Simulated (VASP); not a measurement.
# Hf (Im-3m) in VASP: notebook, part 2 of 2

VASP 6.6.1.

### 3 Single point, BLYP+D4

This run uses another cell than the first one, of 22.25 Å³/atom, 0.892 times its volume.

Input file INCAR:

```
  AGGAC = 1.0
  AGGAX = 1.0
  ALDAC = 0.0
  ALDAX = 1.0
  ALGO = Normal
  EDIFF = 1E-7
  ENCUT = 520
  GGA = B5
  ISIF = 2
  ISMEAR = -1
  IVDW = 13
  LASPH = True
  LCHARG = False
  LREAL = False
  LWAVE = False
  NBANDS = 11
  NELM = 80
  PREC = Accurate
  SIGMA = 0.05
  VDW_A1 = 0.44488865
  VDW_A2 = 4.0933009
  VDW_S6 = 1.0
  VDW_S8 = 2.34076671
```

Input file KPOINTS:

```
k-points
0
Gamma
  10 10 10
```

Input file POSCAR:

```
Hf
1.0
   -1.7717655039      1.7717655039      1.7717655039
    1.7717655039     -1.7717655039      1.7717655039
    1.7717655039      1.7717655039     -1.7717655039
Hf
1
Direct
    0.0000000000      0.0000000000      0.0000000000
```

Potentials or basis: VASP PAW PBE potentials, release 64 (Hf_pv).

On the command line:

```console
$ cat potpaw_PBE.64/Hf_pv/POTCAR > POTCAR
$ mpirun -np 1 vasp_std > vasp.out
```

OUTCAR:

```text
EDIFF = 1E-7
   ENCUT = 520
   GGA = B5
   ISIF = 2
   ISMEAR = -1
   IVDW = 13
   LASPH = True
   LREAL = False
   NELM = 80
   PREC = Accurate

 ion  position               nearest neighbor table
   1  0.000  0.000  0.000-

  LATTYP: Found a body centered cubic cell.
 ALAT       =     3.5435310078

  Lattice vectors:

 A1 = (  -1.7717655039,   1.7717655039,   1.7717655039)
 A2 = (   1.7717655039,  -1.7717655039,   1.7717655039)
 A3 = (   1.7717655039,   1.7717655039,  -1.7717655039)

Analysis of symmetry for initial positions (statically):
=====================================================================
 Subroutine PRICEL returns:
 Original cell was already a primitive cell.

 Routine SETGRP: Setting up the symmetry group for a
 body centered cubic supercell.

 Subroutine GETGRP returns: Found 48 space group operations
 (whereof 48 operations were pure point group operations)
 out of a pool of 48 trial point group operations.

The static configuration has the point symmetry O_h .

Analysis of symmetry for dynamics (positions and initial velocities):
=====================================================================
 Subroutine PRICEL returns:
 Original cell was already a primitive cell.

 Routine SETGRP: Setting up the symmetry group for a
 body centered cubic supercell.

 Subroutine GETGRP returns: Found 48 space group operations
 (whereof 48 operations were pure point group operations)
 out of a pool of 48 trial point group operations.

The dynamic configuration has the point symmetry O_h .

 Subroutine INISYM returns: Found 48 space group operations
 (whereof 48 operations are pure point group operations),
 and found     1 'primitive' translations

----------------------------------------------------------------------------------------

                                     Primitive cell

  volume of cell :      22.2474

[... 111 lines left out ...]
   GGA     = B5    functional components
   LHFCALC =     F    Hartree Fock is set to
   AEXX    =    0.0000 exact exchange contribution
   IVDW    =    13    specifies the selected vdW correction
   LEPSILON=     F    determine dielectric tensor
   LRPA    =     F    only Hartree local field effects (RPA)
 non-spin polarized calculation
  energy-cutoff  :      520.00
  volume of cell :       22.25
 maximum number of plane-waves:       616
   NGX = 11   NGY = 11   NGZ = 11

 number of electron      10.0000001 magnetization

 Free energy of the ion-electron system (eV)
  ---------------------------------------------------
  ext. energy  EPLUGINS =         0.00000000
  ---------------------------------------------------
  free energy    TOTEN  =        -8.44978353 eV

  energy without entropy =       -8.43605611  energy(sigma->0) =       -8.44291982

 E-fermi :   5.1669     XC(G=0): -10.7271

 val. band max:        5.1412576772   @ k =   0.3000   0.0000   0.0000
 cond. band min:       5.2050222370   @ k =   0.3000   0.2000  -0.0000
 fundamental gap:      0.0637645598
 Fermi energy:         5.1669282574

 k-point     1 :       0.0000    0.0000    0.0000
  band No.  band energies     occupation
      1     -24.5897      2.00000
      2     -24.5897      2.00000
      3     -24.5897      2.00000
      4      -1.7760      2.00000
      5       6.5569      0.00000
      6       6.5569      0.00000
      7       6.5569      0.00000
      8       9.3369      0.00000
      9       9.3369      0.00000
     10      17.7507      0.00000
     11      18.6255      0.00000
[... 309 lines left out ...]
 k-point    24 :      -0.3000    0.3000    0.1000
  band No.  band energies     occupation
      1     -25.1454      2.00000
      2     -24.8017      2.00000
      3     -24.6563      2.00000
      4       1.1654      2.00000
      5       5.3530      0.04724
      6       5.4795      0.00385
      7       8.0467      0.00000
      8       9.4969      0.00000
      9      10.1287      0.00000
     10      17.4005      0.00000
     11      17.8035      0.00000

 [... further k-points ...]

------------------------ aborting loop because EDIFF is reached ----------------------------------------

  DFT-D4 for vdW energy calculation

  Edisp (eV):   -0.37785

  FORCE on cell =-STRESS in cart. coord.  units (eV):
  Direction    XX          YY          ZZ          XY          YZ          ZX
  --------------------------------------------------------------------------------------
  -------------------------------------------------------------------------------------
  Total       0.01186     0.01186     0.01186    -0.00000     0.00000    -0.00000
  in kB       0.85415     0.85415     0.85415    -0.00000     0.00000    -0.00000
  external pressure =        0.85 kB  Pullay stress =        0.00 kB

 VOLUME and BASIS-vectors are now :
 -----------------------------------------------------------------------------
  energy-cutoff  :      520.00
  volume of cell :       22.25
      direct lattice vectors                 reciprocal lattice vectors
    -1.771765504  1.771765504  1.771765504     0.000000000  0.282204388  0.282204388
     1.771765504 -1.771765504  1.771765504     0.282204388  0.000000000  0.282204388
     1.771765504  1.771765504 -1.771765504     0.282204388  0.282204388  0.000000000

 POSITION                                       TOTAL-FORCE (eV/Angst)
 -----------------------------------------------------------------------------------
      0.00000      0.00000      0.00000         0.000000      0.000000     -0.000000
 -----------------------------------------------------------------------------------
    total drift:                               -0.000000     -0.000000      0.000000

  FREE ENERGIE OF THE ION-ELECTRON SYSTEM (eV)
  ---------------------------------------------------
  free  energy   TOTEN  =        -8.8276350661 eV

  energy  without entropy=       -8.8139076456  energy(sigma->0) =       -8.82077136
```

OSZICAR:

```text
N       E                     dE             d eps       ncg     rms          rms(c)
DAV:   1     0.151837155080E+02    0.15184E+02   -0.58083E+03  1034   0.858E+02
DAV:   2    -0.830216109682E+01   -0.23486E+02   -0.22824E+02  1324   0.157E+02
DAV:   3    -0.875178912088E+01   -0.44963E+00   -0.44731E+00  1309   0.149E+01
DAV:   4    -0.875357761061E+01   -0.17885E-02   -0.17882E-02  1186   0.112E+00
DAV:   5    -0.875358731854E+01   -0.97079E-05   -0.97076E-05  1296   0.700E-02    0.421E+01
DAV:   6    -0.852251563796E+01    0.23107E+00   -0.20592E-01  1139   0.338E+00    0.244E+01
DAV:   7    -0.845264968235E+01    0.69866E-01   -0.27078E-01  1151   0.382E+00    0.117E+00
DAV:   8    -0.844971544690E+01    0.29342E-02   -0.18503E-02  1115   0.952E-01    0.687E-02
DAV:   9    -0.844977023718E+01   -0.54790E-04   -0.33169E-04  1304   0.141E-01    0.357E-02
DAV:  10    -0.844978368596E+01   -0.13449E-04   -0.36239E-05  1112   0.509E-02    0.166E-02
DAV:  11    -0.844978344567E+01    0.24029E-06   -0.30223E-06  1246   0.127E-02    0.423E-03
DAV:  12    -0.844978353173E+01   -0.86057E-07   -0.11502E-07  1050   0.319E-03
   1 F= -.88276351E+01 E0= -.88207714E+01  d E =-.137274E-01
```

stdout:

```text
POSCAR found type information on POSCAR Hf
 POSCAR found :  1 types and       1 ions
 scaLAPACK will be used
 -----------------------------------------------------------------------------
|                                                                             |
|                                                                             |
|     You enforced a specific xc type in the INCAR file but a different       |
|     I HOPE YOU KNOW WHAT YOU ARE DOING!                                     |
|                                                                             |
 -----------------------------------------------------------------------------

 LDA part: xc-table for (Slater(with rela. corr.)+VWN5), standard interpolation
 POSCAR, INCAR and KPOINTS ok, starting setup
 FFT: planning ... GRIDC
 FFT: planning ... GRID_SOFT
 FFT: planning ... GRID
 WAVECAR not read
 entering main loop
```

Run time: 12 s. Hardware: 1 thread of Intel Xeon Platinum 8259CL at 2.50GHz (Skylake/Cascade Lake), shared host; peak memory 0.14 GiB.

Results:

* Free energy: -8.8276 eV
* Pressure: 0.1 GPa
* Band gap on the k mesh: zero (band 5 reaches 6.56 eV, above the bottom of band 6 at 4.39 eV)
* Dispersion energy per atom: -0.378 eV

Levels at points of the mesh, in eV from the Fermi level:
```
           k point  band 1  band 2  band 3  band 4  band 5  band 6  band 7  band 8  band 9  band 10
(0.00, 0.00, 0.00)  -29.76  -29.76  -29.76   -6.94    1.39    1.39    1.39    4.17    4.17    12.58
(0.50, 0.00, 0.00)  -30.60  -30.03  -29.76   -3.38   -0.60    1.28    4.00    4.97    7.44    10.10
(0.50, 0.50, 0.50)  -30.35  -30.35  -30.35   -2.63   -2.63    6.62    6.62    6.62    7.43     7.43
```

Caveat: the PAW data sets were made with another functional, which shifts forces and pressure a little; spin-orbit coupling is left out, which moves the levels of the heavy elements; pairwise dispersion overbinds metals, which lowers pressure and volume.

### 4 Single point, PBE

This run uses another cell than the first one, of 23.52 Å³/atom, 0.943 times its volume.

Input file INCAR:

```
  ALGO = Fast
  EDIFF = 1E-7
  ENCUT = 520
  GGA = PE
  ISIF = 2
  ISMEAR = 0
  LASPH = True
  LCHARG = False
  LREAL = False
  LWAVE = False
  NBANDS = 11
  NELM = 60
  PREC = Accurate
  SIGMA = 0.027000000000000003
```

KPOINTS is that of step 3.

Input file POSCAR:

```
Hf
1.0
   -1.8050000000      1.8050000000      1.8050000000
    1.8050000000     -1.8050000000      1.8050000000
    1.8050000000      1.8050000000     -1.8050000000
Hf
1
Direct
    0.0000000000      0.0000000000      0.0000000000
```

On the command line:

```console
$ cat potpaw_PBE.64/Hf_pv/POTCAR > POTCAR
$ mpirun -np 1 vasp_std > vasp.out
```

It took 10 s on 1 thread of Intel Xeon Platinum 8259CL at 2.50GHz (Skylake/Cascade Lake), shared host; peak memory 0.14 GiB.

It converged, with:

```yaml
Free_energy: -9.7248 eV
Pressure: -5.3 GPa
Band_gap_on_the_k_mesh: zero (band 5 reaches 5.73 eV, above the bottom of band 6 at 3.54 eV)
```

Levels at points of the mesh, in eV from the Fermi level:
```csv
k point,band 1,band 2,band 3,band 4,band 5,band 6,band 7,band 8,band 9,band 10
"(0.00, 0.00, 0.00)",-30.05,-30.05,-30.05,-6.88,1.48,1.48,1.48,4.11,4.11,13.04
"(0.50, 0.00, 0.00)",-30.73,-30.27,-30.05,-3.23,-0.42,0.88,3.92,4.87,7.15,9.49
"(0.50, 0.50, 0.50)",-30.53,-30.53,-30.53,-2.37,-2.37,6.39,6.39,6.39,6.83,6.83
```

Caveat: spin-orbit coupling is left out, which moves the levels of the heavy elements.

### 5 Single point, PBE

This run uses another cell than the first one, of 23.52 Å³/atom, 0.943 times its volume.

Input file INCAR:

```
PREC = Accurate
ENCUT = 520
EDIFF = 1E-7
ISMEAR = 0
SIGMA = 0.028000000000000004
LREAL = False
LASPH = True
NELM = 100
ALGO = Normal
ISIF = 2
LWAVE = False
LCHARG = True
GGA = PE
LELF = True
LVHAR = True
NBANDS = 11
```

Input file KPOINTS:

```
Automatic mesh
0
Gamma
  10 10 10
```

POSCAR is that of step 4.

On the command line:

```console
$ cat potpaw_PBE.64/Hf_pv/POTCAR > POTCAR
$ mpirun -np 1 vasp_std > vasp.out
```

Run time: 7.1 s. Hardware: 1 thread of Intel Xeon Platinum 8259CL at 2.50GHz (Skylake/Cascade Lake), shared host; peak memory 0.14 GiB.

The run converged. Its results:

- Free energy: -9.7248 eV
- Pressure: -5.3 GPa
- Band gap on the k mesh: zero (band 5 reaches 5.73 eV, above the bottom of band 6 at 3.54 eV)

Levels at points of the mesh, in eV from the Fermi level:
```
           k point  band 3  band 4  band 5  band 6  band 7  band 8
(0.00, 0.00, 0.00)  -30.04   -6.88    1.48    1.48    1.48    4.11
(0.50, 0.00, 0.00)  -30.05   -3.23   -0.42    0.88    3.92    4.87
(0.50, 0.50, 0.50)  -30.53   -2.37   -2.37    6.39    6.39    6.39
```

Caveat: spin-orbit coupling is left out, which moves the levels of the heavy elements.

### 6 Relaxation of cell and atoms, BLYP+D4

This run uses another cell than the first one, of 23.52 Å³/atom, 0.943 times its volume.

Input file INCAR:

```
SYSTEM = Hf
  AGGAC = 1.0
  AGGAX = 1.0
  ALDAC = 0.0
  ALDAX = 1.0
  ALGO = Normal
  EDIFF = 1E-6
  EDIFFG = -0.01
  ENCUT = 600
  GGA = B5
  IBRION = 2
  ISIF = 3
  ISMEAR = -1
  IVDW = 13
  LASPH = .True.
  LCHARG = .False.
  LREAL = .False.
  LWAVE = .False.
  NELM = 100
  NSW = 60
  PREC = Accurate
  SIGMA = 0.05
  VDW_A1 = 0.44488865
  VDW_A2 = 4.0933009
  VDW_S6 = 1.0
  VDW_S8 = 2.34076671
```

Input file KPOINTS:

```
k-points
0
Gamma
  10 10 10
  0 0 0
```

POSCAR is that of step 5.

Potentials or basis: VASP PAW PBE potentials, release 64 (Hf_pv).

On the command line:

```console
$ cat potpaw_PBE.64/Hf_pv/POTCAR > POTCAR
$ mpirun -np 1 vasp_std > vasp.out
```

It took 41 s on 1 thread of Intel Xeon Platinum 8259CL at 2.50GHz (Skylake/Cascade Lake), shared host; peak memory 0.17 GiB.

It converged, with:

| Quantity | Value |
| --- | --- |
| Free energy | -8.8277 eV |
| Relaxed volume | 22.28 Å³/atom |
| Relaxed cell | a = 3.070 Å, b = 3.070 Å, c = 3.070 Å, α = 109.47°, β = 109.47°, γ = 109.47° |
| Space group after relaxing (to 0.05 Å) | Im-3m (No. 229) |
| Energy gained by relaxing | 20.6 meV/atom |
| Ionic steps | 3 |
| Pressure after relaxing | -0.1 GPa |
| Band gap on the k mesh | zero (band 5 reaches 6.55 eV, above the bottom of band 6 at 4.38 eV) |
| Dispersion energy per atom | -0.377 eV |

Step by step:
```csv
step,energy change (eV),largest force (eV/Å),pressure (GPa),volume (Å³)
1,0.0000,0.0000,-5.04,23.52
2,0.0003,0.0000,5.94,21.09
3,-0.0206,0.0000,-0.05,22.28
```

Final structure:
```
Hf
1.0
    -1.77251    1.77251    1.77251
     1.77251   -1.77251    1.77251
     1.77251    1.77251   -1.77251
Hf
1
Direct
  0.00000 0.00000 0.00000
```

Levels at points of the mesh, in eV from the Fermi level:
```tsv
k point	band 2	band 3	band 4	band 5	band 6	band 7	band 8	band 9
(0.00, 0.00, 0.00)	-29.76	-29.76	-6.94	1.39	1.39	1.39	4.17	4.17
(0.50, 0.00, 0.00)	-30.04	-29.76	-3.38	-0.60	1.28	3.99	4.96	7.43
(0.50, 0.50, 0.50)	-30.35	-30.35	-2.62	-2.62	6.61	6.61	6.61	7.42
```

Caveat: the PAW data sets were made with another functional, which shifts forces and pressure a little; spin-orbit coupling is left out, which moves the levels of the heavy elements; pairwise dispersion overbinds metals, which lowers pressure and volume.

### 7 Summary

| task | level | cell | cutoff (eV) | smearing | gap on the mesh (eV) | pressure (GPa) |
| --- | --- | --- | --- | --- | --- | --- |
| single point | r2SCAN | a = 3.188 Å, angles 109.5°, 1 atom | 520 | fermi-dirac 0.05 eV | none | -10.5 |
| single point | BLYP+D4 | a = 3.069 Å, angles 109.5°, 1 atom | 520 | fermi-dirac 0.05 eV | none | 0.1 |
| single point | PBE | a = 3.126 Å, angles 109.5°, 1 atom | 520 | gaussian 0.027 eV | none | -5.3 |
| single point | PBE | a = 3.126 Å, angles 109.5°, 1 atom | 520 | gaussian 0.028 eV | none | -5.3 |
| relaxation of cell and atoms | BLYP+D4 | relaxed from a = 3.126 Å, angles 109.5°, 1 atom | 600 | fermi-dirac 0.05 eV | none | -0.1 |

Alike in all rows: potentials or basis VASP PAW PBE potentials, release 64 (Hf_pv); no spin polarisation; k mesh 10 × 10 × 10.

Caveats: spin-orbit coupling is left out, which moves the levels of the heavy elements; the PAW data sets were made with another functional, which shifts forces and pressure a little (some runs); pairwise dispersion overbinds metals, which lowers pressure and volume (some runs).

Total energies depend on the potentials used, so only differences within one code and one set of settings carry meaning.
